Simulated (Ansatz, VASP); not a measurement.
# Ir in VASP and in Ansatz

The input POSCAR:

```
Ir
1.0
    0.0000000000      1.9197000000      1.8477112500
    1.9197000000      0.0000000000      1.8477112500
    1.9197000000      1.9197000000      0.0000000000
Ir
1
Direct
    0.0000000000      0.0000000000      0.0000000000
```

Contents of INCAR.step1:

```
SYSTEM = Ir
PREC     = Accurate       ! precision mode
ENCUT    = 520            ! plane-wave cutoff, eV
ISMEAR   = 0              ! smearing method
SIGMA    = 0.15           ! smearing width, eV
LREAL    = .FALSE.        ! projectors in reciprocal space
LASPH    = .TRUE.         ! aspherical terms in the spheres
NELM     = 60             ! most SCF steps
NBANDS   = 10             ! bands
GGA      = PE             ! functional
ALGO     = Normal         ! electronic algorithm
EDIFF    = 1E-4           ! SCF threshold, eV
LWAVE    = .TRUE.         ! write WAVECAR
LCHARG   = .FALSE.        ! write CHGCAR
```

INCAR.step2

```
SYSTEM = Ir
PREC     = Accurate       ! precision mode
ENCUT    = 520            ! plane-wave cutoff, eV
EDIFF    = 1E-6           ! SCF threshold, eV
ISMEAR   = 0              ! smearing method
SIGMA    = 0.15           ! smearing width, eV
LREAL    = .FALSE.        ! projectors in reciprocal space
LASPH    = .TRUE.         ! aspherical terms in the spheres
NELM     = 60             ! most SCF steps
ALGO     = Normal         ! electronic algorithm
ISIF     = 2              ! what is computed and relaxed
LWAVE    = .FALSE.        ! write WAVECAR
LCHARG   = .FALSE.        ! write CHGCAR
METAGGA  = R2SCAN         ! meta-GGA
LMIXTAU  = .TRUE.       
NBANDS   = 10             ! bands
ISTART   = 1
```

Contents of KPOINTS:

```
regular mesh
0
G
  22 22 22
  0 0 0
```

Input for Ansatz:

```yaml
crystal:
  lattice:
    - [0.0, 1.9197, 1.84771125]
    - [1.9197, 0.0, 1.84771125]
    - [1.9197, 1.9197, 0.0]
  atoms:
    - { symbol: Ir, position: [0.0, 0.0, 0.0] }
basis:
  ecutwfc: 500
kpoints:
  mp_grid: { grid: [22, 22, 22] }
hamiltonian:
  xc: r2scan
scf:
  occupations: { method: gaussian, width: 0.15 }
output:
  forces: true
  stress: true
  eigenvalues: true
```

Change from the starting cell: strain -0.0375 x Voigt [0, 0, 1, 0, 0, 0], atoms carried along.

Alike in both runs: task single point; functional r2SCAN; k mesh 22 × 22 × 22; occupations gaussian, width 0.15 eV; no spin polarisation.

|  | VASP | Ansatz |
| --- | --- | --- |
| version | VASP 6.6.1 | Ansatz 0.2.0 |
| potentials or method | VASP PAW PBE potentials, release 64 (Ir), cutoff 520 eV | scalar-relativistic, plane waves, PAW |
| valence electrons in the cell | 9 | 17 |

VASP gave:

```
gap on the k mesh at the Fermi level (eV)                     : none
pressure (GPa)                                                : 21.2
traceless stress, the component that is largest in VASP (GPa) : 10.55
```

Question: Estimate Ansatz's values.

Answer: gap on the k mesh at the Fermi level (eV): none; pressure (GPa): 18.1; traceless stress, the component that is largest in VASP (GPa): 10.53.

VASP's potentials were made for PBE, not for r2SCAN. A gap of «none» marks a metal or a gap that the smearing closes. VASP's potentials hold 9 valence electrons a cell and Ansatz's 17, so a difference there can come from the potentials and not from the codes.

Neither program's run includes spin-orbit coupling.
